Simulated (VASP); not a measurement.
# Al2O3 (R-3c) in VASP: a series of runs

The runs below take Al2O3 through single point, with PBE.

Everything below comes from runs of VASP 6.6.1. Logs are shortened: lines on timing, memory, paths and dates and some standing lists are left out, and cuts for length are marked.

**1. The cell of the first run**

The structure is trigonal, space group R-3c (No. 167). The conventional cell has a = 4.759 Å, b = 4.759 Å, c = 12.605 Å, α = 90.00°, β = 90.00°, γ = 120.00°. Within 2.4 Å of Al (site symmetry 3) lie 6 O at 1.84 to 1.95 Å. Within 2.4 Å of O (site symmetry 2) lie 4 Al at 1.84 to 1.95 Å.

**2. Single point, PBE (uniaxial z strain -3.0%)**

INCAR

```
SYSTEM = Al2O3
  PREC = Accurate
  ENCUT = 520
  EDIFF = 1E-6
  ISMEAR = -1
  SIGMA = 0.02
  LREAL = .False.
  LASPH = .True.
  NELM = 60
  ALGO = Normal
  ISIF = 2
  LWAVE = .False.
  LCHARG = .False.
  GGA = PE
  NBANDS = 35
```

KPOINTS

```
Automatic mesh
0
Gamma
  6 6 6
  0 0 0
```

POSCAR

```
Al2O3
1.0
    2.3793614130      1.3737249523      4.2016461689
   -2.3793614130      1.3737249523      4.2016461689
    0.0000000000     -2.7474499046      4.2016461689
Al O
4 6
Direct
    0.8528897772      0.8528897772      0.8528897772
    0.3528897772      0.3528897772      0.3528897772
    0.1471102228      0.1471102228      0.1471102228
    0.6471102228      0.6471102228      0.6471102228
    0.4441530755      0.0558469245      0.7500000000
    0.0558469245      0.7500000000      0.4441530755
    0.5558469245      0.9441530755      0.2500000000
    0.2500000000      0.5558469245      0.9441530755
    0.9441530755      0.2500000000      0.5558469245
    0.7500000000      0.4441530755      0.0558469245
```

Potentials or basis: VASP PAW PBE potentials, release 64 (Al, O).

The run is started by

```bash
cat potpaw_PBE.64/Al/POTCAR potpaw_PBE.64/O/POTCAR > POTCAR
mpirun -np 1 vasp_std > vasp.out
```

OUTCAR:

```text
SYSTEM = Al2O3
   PREC = Accurate
   ENCUT = 520
   EDIFF = 1E-6
   ISMEAR = -1
   LREAL = .False.
   LASPH = .True.
   NELM = 60
   ISIF = 2
   GGA = PE

 ion  position               nearest neighbor table
   1  0.853  0.853  0.853-   8 1.84   7 1.84   9 1.84   5 1.95   6 1.95  10 1.95   4 2.59   3 2.79
                             3 2.79   3 2.79   4 3.18   4 3.18   4 3.18
   2  0.353  0.353  0.353-   6 1.84   5 1.84  10 1.84   7 1.95   9 1.95   8 1.95   3 2.59   4 2.79
                             4 2.79   4 2.79   3 3.18   3 3.18   3 3.18
   3  0.147  0.147  0.147-  10 1.84   5 1.84   6 1.84   7 1.95   9 1.95   8 1.95   2 2.59   1 2.79
                             1 2.79   1 2.79   2 3.18   2 3.18   2 3.18
   4  0.647  0.647  0.647-   9 1.84   7 1.84   8 1.84   5 1.95   6 1.95  10 1.95   1 2.59   2 2.79
                             2 2.79   2 2.79   1 3.18   1 3.18   1 3.18
   5  0.444  0.056  0.750-   2 1.84   3 1.84   1 1.95   4 1.95
   6  0.056  0.750  0.444-   2 1.84   3 1.84   1 1.95   4 1.95
   7  0.556  0.944  0.250-   1 1.84   4 1.84   3 1.95   2 1.95
   8  0.250  0.556  0.944-   1 1.84   4 1.84   3 1.95   2 1.95
   9  0.944  0.250  0.556-   4 1.84   1 1.84   3 1.95   2 1.95
  10  0.750  0.444  0.056-   3 1.84   2 1.84   1 1.95   4 1.95

  LATTYP: Found a trigonal (rhomboedric) cell.
 ALAT       =     5.0201903855
 COS(alpha) =     0.5507268663

  Lattice vectors:

 A1 = (   2.3793614130,   1.3737249523,   4.2016461689)
 A2 = (  -2.3793614130,   1.3737249523,   4.2016461689)
 A3 = (   0.0000000000,  -2.7474499046,   4.2016461689)

Analysis of symmetry for initial positions (statically):
=====================================================================
 Subroutine PRICEL returns:
 Original cell was already a primitive cell.

 Routine SETGRP: Setting up the symmetry group for a
 trigonal (rhombohedral) supercell.

 Subroutine GETGRP returns: Found 12 space group operations
 (whereof  6 operations were pure point group operations)
 out of a pool of 12 trial point group operations.

The static configuration has the point symmetry S_6 .
 The point group associated with its full space group is D_3d.

Analysis of symmetry for dynamics (positions and initial velocities):
=====================================================================
 Subroutine PRICEL returns:
 Original cell was already a primitive cell.

 Routine SETGRP: Setting up the symmetry group for a
 trigonal (rhombohedral) supercell.

 Subroutine GETGRP returns: Found 12 space group operations
[... 128 lines left out ...]
   POTIM  = 0.5000    time-step for ionic-motion
   TEBEG  =    0.0;   TEEND  =   0.0 temperature during run
   PSTRESS=    0.0 pullay stress
   NELECT =      48.0000    total number of electrons
   NUPDOWN=      -1.0000    fix difference up-down
   EMIN   =  10.00;   EMAX   =-10.00  energy-range for DOS
   EFERMI =   0.00;   METHOD = LEGACY
   ISMEAR =    -1;   SIGMA  =   0.02  broadening in eV -4-tet -1-fermi 0-gaus
   EFERMI_NEDOS =   21; number of points for ismear=-14 and -15
   IALGO  =     38    algorithm
   IMIX   =      4    mixing-type and parameters
     AMIX     =   0.40;   BMIX     =  1.00
     AMIX_MAG =   1.60;   BMIX_MAG =  1.00
  volume/ion in A,a.u.               =       8.24        55.61
  Fermi-wavevector in a.u.,A,eV,Ry     =   1.367241  2.583710 25.434007  1.869347
  Thomas-Fermi vector in A             =   2.493310
   LORBIT       =      0    0 simple, 1 ext, 2 COOP (PROOUT), +10 PAW based schemes
   GGA     = PE    functional components
   LHFCALC =     F    Hartree Fock is set to
   AEXX    =    0.0000 exact exchange contribution
   IVDW    =     0    specifies the selected vdW correction
   LEPSILON=     F    determine dielectric tensor
   LRPA    =     F    only Hartree local field effects (RPA)
 non-spin polarized calculation
  energy-cutoff  :      520.00
  volume of cell :       82.40
 maximum number of plane-waves:      2235
 NGX is ok and might be reduce to    40
   NGX = 19   NGY = 19   NGZ = 19

 number of electron      48.0000000 magnetization

 Free energy of the ion-electron system (eV)
  ---------------------------------------------------
  ext. energy  EPLUGINS =         0.00000000
  ---------------------------------------------------
  free energy    TOTEN  =       -74.51335227 eV

  energy without entropy =      -74.51335227  energy(sigma->0) =      -74.51335227

 E-fermi :   7.1880     XC(G=0): -11.8455

 val. band max:        6.6969989843   @ k =   0.0000   0.0000   0.0000
 cond. band min:      13.0398250001   @ k =   0.0000   0.0000   0.0000
 fundamental gap:      6.3428260158
 Fermi energy:         7.1879935363

 k-point     1 :       0.0000    0.0000    0.0000
  band No.  band energies     occupation
      1     -12.9690      2.00000
      2     -10.3774      2.00000
      3     -10.2496      2.00000
      4     -10.2496      2.00000
      5      -9.8967      2.00000
      6      -9.8967      2.00000
[... 901 lines left out ...]
     34      20.1987      0.00000
     35      20.3261      0.00000

 [... further k-points ...]

------------------------ aborting loop because EDIFF is reached ----------------------------------------

  FORCE on cell =-STRESS in cart. coord.  units (eV):
  Direction    XX          YY          ZZ          XY          YZ          ZX
  --------------------------------------------------------------------------------------
  -------------------------------------------------------------------------------------
  Total        6.2171448      6.2171448     11.5793340      0.0000000      0.0000000      0.0000000
  in kB      120.8845054    120.8845054    225.1454809      0.0000000      0.0000000      0.0000000
  external PRESSURE =     155.6381639 kB  Pullay stress =       0.0000000 kB

 VOLUME and BASIS-vectors are now :
 -----------------------------------------------------------------------------
  energy-cutoff  :      520.00
  volume of cell :       82.40
      direct lattice vectors                 reciprocal lattice vectors
     2.379361413  1.373724952  4.201646169     0.210140417  0.121324626  0.079333985
    -2.379361413  1.373724952  4.201646169    -0.210140417  0.121324626  0.079333985
     0.000000000 -2.747449905  4.201646169     0.000000000 -0.242649253  0.079333985

 POSITION                                       TOTAL-FORCE (eV/Angst)
 -----------------------------------------------------------------------------------
      0.00000      0.00000     10.75062        -0.000000     -0.000000      0.052209
      0.00000      0.00000      4.44815        -0.000000     -0.000000      0.052209
      0.00000      0.00000      1.85432        -0.000000      0.000000     -0.052209
      0.00000      0.00000      8.15678        -0.000000     -0.000000     -0.052209
      0.92392     -1.37372      5.25206        -0.020717     -0.000000     -0.000000
     -1.65164     -0.11328      5.25206         0.010358      0.017941     -0.000000
     -0.92392      1.37372      7.35288         0.020717      0.000000     -0.000000
     -0.72772     -1.48700      7.35288        -0.010358      0.017941     -0.000000
      1.65164      0.11328      7.35288        -0.010358     -0.017941     -0.000000
      0.72772      1.48700      5.25206         0.010358     -0.017941     -0.000000
 -----------------------------------------------------------------------------------
    total drift:                               -0.000000     -0.000000      0.000000

  FREE ENERGIE OF THE ION-ELECTRON SYSTEM (eV)
  ---------------------------------------------------
  free  energy   TOTEN  =       -74.5133522695 eV

  energy  without entropy=      -74.5133522695  energy(sigma->0) =      -74.51335227
```

OSZICAR:

```text
N       E                     dE             d eps       ncg     rms          rms(c)
DAV:   1     0.228034411519E+03    0.22803E+03   -0.25432E+04  2240   0.131E+03
DAV:   2    -0.704164885025E+02   -0.29845E+03   -0.28899E+03  2854   0.291E+02
DAV:   3    -0.826375920368E+02   -0.12221E+02   -0.12182E+02  2936   0.598E+01
DAV:   4    -0.827288339871E+02   -0.91242E-01   -0.91197E-01  2768   0.595E+00
DAV:   5    -0.827299028665E+02   -0.10689E-02   -0.10688E-02  2815   0.641E-01    0.179E+01
DAV:   6    -0.744623860257E+02    0.82675E+01   -0.28003E+01  2711   0.285E+01    0.608E+00
DAV:   7    -0.744908952693E+02   -0.28509E-01   -0.90755E-01  2725   0.475E+00    0.332E+00
DAV:   8    -0.745091879449E+02   -0.18293E-01   -0.86639E-02  2656   0.224E+00    0.686E-01
DAV:   9    -0.745127620523E+02   -0.35741E-02   -0.22372E-02  2896   0.814E-01    0.325E-01
DAV:  10    -0.745133786623E+02   -0.61661E-03   -0.74953E-04  2479   0.164E-01    0.807E-02
DAV:  11    -0.745133497971E+02    0.28865E-04   -0.35053E-04  2792   0.108E-01    0.255E-02
DAV:  12    -0.745133526504E+02   -0.28533E-05   -0.18082E-05  2575   0.259E-02    0.519E-03
DAV:  13    -0.745133522695E+02    0.38084E-06   -0.24518E-06  2304   0.890E-03
   1 F= -.74513352E+02 E0= -.74513352E+02  d E =-.110387E-12
```

stdout:

```text
POSCAR found type information on POSCAR AlO
 POSCAR found :  2 types and      10 ions
 scaLAPACK will be used
 LDA part: xc-table for (Slater+PW92), standard interpolation
 POSCAR, INCAR and KPOINTS ok, starting setup
 FFT: planning ... GRIDC
 FFT: planning ... GRID_SOFT
 FFT: planning ... GRID
 WAVECAR not read
 entering main loop
```

Wall time 70 s (1 thread of Intel Xeon Platinum 8488C (Sapphire Rapids), shared host); peak memory 0.25 GiB.

What came out:

| Quantity | Value |
| --- | --- |
| Free energy | -74.5134 eV |
| Pressure | 15.6 GPa |
| Largest force | 0.052 eV/Å |
| Band gap on the k mesh | 6.34 eV, direct |

Forces in eV/Å, atoms in the order of the input:
```
Al   0.000  0.000  0.052
Al   0.000  0.000  0.052
Al   0.000  0.000 -0.052
Al   0.000  0.000 -0.052
O   -0.021  0.000  0.000
O    0.010  0.018  0.000
O    0.021  0.000  0.000
O   -0.010  0.018  0.000
O   -0.010 -0.018  0.000
O    0.010 -0.018  0.000
```

Stress tensor (GPa, compression positive):
```
12.09  0.00  0.00
 0.00 12.09  0.00
 0.00  0.00 22.51
```

Caveat: the cell differs from its parent crystal (uniaxial z strain -3.0%).

**3. Single point, PBE (uniaxial z strain -2.0%)**

INCAR

```
ALGO = Normal
EDIFF = 1E-6
ENCUT = 520
GGA = PE
ISIF = 2
ISMEAR = -1
LASPH = T
LCHARG = F
LREAL = F
LWAVE = F
NBANDS = 35
NELM = 100
PREC = Accurate
SIGMA = 0.02
```

KPOINTS

```
k-points
0
Gamma
  6 6 6
```

POSCAR

```
Al2O3
1.0
    2.3793614130      1.3737249523      4.2449621088
   -2.3793614130      1.3737249523      4.2449621088
    0.0000000000     -2.7474499046      4.2449621088
Al O
4 6
Direct
    0.8525409847      0.8525409847      0.8525409847
    0.3525409847      0.3525409847      0.3525409847
    0.1474590153      0.1474590153      0.1474590153
    0.6474590153      0.6474590153      0.6474590153
    0.4439801171      0.0560198829      0.7500000000
    0.0560198829      0.7500000000      0.4439801171
    0.5560198829      0.9439801171      0.2500000000
    0.2500000000      0.5560198829      0.9439801171
    0.9439801171      0.2500000000      0.5560198829
    0.7500000000      0.4439801171      0.0560198829
```

Potentials or basis: VASP PAW PBE potentials, release 64 (Al, O).

The run is started by

```bash
cat potpaw_PBE.64/Al/POTCAR potpaw_PBE.64/O/POTCAR > POTCAR
mpirun -np 1 vasp_std > vasp.out
```

It took 70 s on 1 thread of Intel Xeon Platinum 8488C (Sapphire Rapids), shared host; peak memory 0.25 GiB.

Results (log left out):

| Item | Value |
| --- | --- |
| Free energy | -74.6194 eV |
| Pressure | 12.7 GPa |
| Largest force | 0.046 eV/Å |
| Band gap on the k mesh | 6.32 eV, direct |

Forces in eV/Å, atoms in the order of the input:
```
Al   0.000  0.000  0.046
Al   0.000  0.000  0.046
Al   0.000  0.000 -0.046
Al   0.000  0.000 -0.046
O   -0.021  0.000  0.000
O    0.010  0.018  0.000
O    0.021  0.000  0.000
O   -0.010  0.018  0.000
O   -0.010 -0.018  0.000
O    0.010 -0.018  0.000
```

Stress tensor (GPa, compression positive):
```
10.48  0.00  0.00
 0.00 10.48  0.00
 0.00  0.00 17.20
```

Levels at points of the mesh, in eV from the valence-band top:
| k point | band 21 | band 22 | band 23 | band 24 | band 25 | band 26 | band 27 | band 28 |
| --- | --- | --- | --- | --- | --- | --- | --- | --- |
| (0.00, 0.00, 0.00) | -0.65 | -0.23 | -0.23 | 0.00 | 6.32 | 9.01 | 10.94 | 11.50 |
| (0.50, 0.00, 0.00) | -1.05 | -1.05 | -0.37 | -0.37 | 9.46 | 9.46 | 9.84 | 9.84 |
| (0.50, 0.50, 0.00) | -1.19 | -1.09 | -0.82 | -0.35 | 9.43 | 9.92 | 9.95 | 10.46 |
| (0.50, 0.50, 0.50) | -0.58 | -0.58 | -0.58 | -0.58 | 8.68 | 8.68 | 11.15 | 11.15 |

Caveat: the cell differs from its parent crystal (uniaxial z strain -2.0%). A k mesh can miss the band edges.

**4. Single point, PBE (uniaxial z strain -1.0%)**

INCAR

```
PREC = Accurate
ENCUT = 520
EDIFF = 1E-7
ISMEAR = -1
SIGMA = 0.02
LREAL = F
LASPH = T
NELM = 100
ALGO = Normal
ISIF = 2
LWAVE = F
LCHARG = F
GGA = PE
NBANDS = 35
```

KPOINTS

```
regular mesh
0
Gamma
  6 6 6
```

POSCAR

```
Al2O3
1.0
    2.3793614130      1.3737249523      4.2882780487
   -2.3793614130      1.3737249523      4.2882780487
    0.0000000000     -2.7474499046      4.2882780487
Al O
4 6
Direct
    0.8522147566      0.8522147566      0.8522147566
    0.3522147566      0.3522147566      0.3522147566
    0.1477852434      0.1477852434      0.1477852434
    0.6477852434      0.6477852434      0.6477852434
    0.4438049398      0.0561950602      0.7500000000
    0.0561950602      0.7500000000      0.4438049398
    0.5561950602      0.9438049398      0.2500000000
    0.2500000000      0.5561950602      0.9438049398
    0.9438049398      0.2500000000      0.5561950602
    0.7500000000      0.4438049398      0.0561950602
```

The run is started by

```bash
cat potpaw_PBE.64/Al/POTCAR potpaw_PBE.64/O/POTCAR > POTCAR
mpirun -np 1 vasp_std > vasp.out
```

It took 1.9 min on 1 thread of Intel Xeon Platinum 8488C (Sapphire Rapids), shared host; peak memory 0.25 GiB.

The run converged. Its results:

```
Free energy            : -74.6976 eV
Pressure               : 10.0 GPa
Largest force          : 0.041 eV/Å
Band gap on the k mesh : 6.28 eV, direct
```

Forces on the atoms (eV/Å):
```
Al   0.000  0.000  0.041
Al   0.000  0.000  0.041
Al   0.000  0.000 -0.041
Al   0.000  0.000 -0.041
O   -0.020  0.000  0.000
O    0.010  0.017  0.000
O    0.020  0.000  0.000
O   -0.010  0.017  0.000
O   -0.010 -0.017  0.000
O    0.010 -0.017  0.000
```

Stress tensor (GPa, compression positive):
```
 8.98  0.00  0.00
 0.00  8.98  0.00
 0.00  0.00 12.04
```

Levels at points of the mesh, in eV from the valence-band top:
```
           k point  band 21  band 22  band 23  band 24  band 25  band 26  band 27  band 28
(0.00, 0.00, 0.00)    -0.57    -0.13    -0.13     0.00     6.28     9.08    10.85    11.62
(0.50, 0.00, 0.00)    -0.98    -0.98    -0.32    -0.32     9.48     9.48     9.75     9.75
(0.50, 0.50, 0.00)    -1.10    -1.00    -0.78    -0.30     9.54     9.84     9.95    10.45
(0.50, 0.50, 0.50)    -0.48    -0.48    -0.48    -0.48     8.69     8.69    11.14    11.14
```

Caveat: the cell differs from its parent crystal (uniaxial z strain -1.0%). A k mesh can miss the band edges.

[end of part 1 of 2]
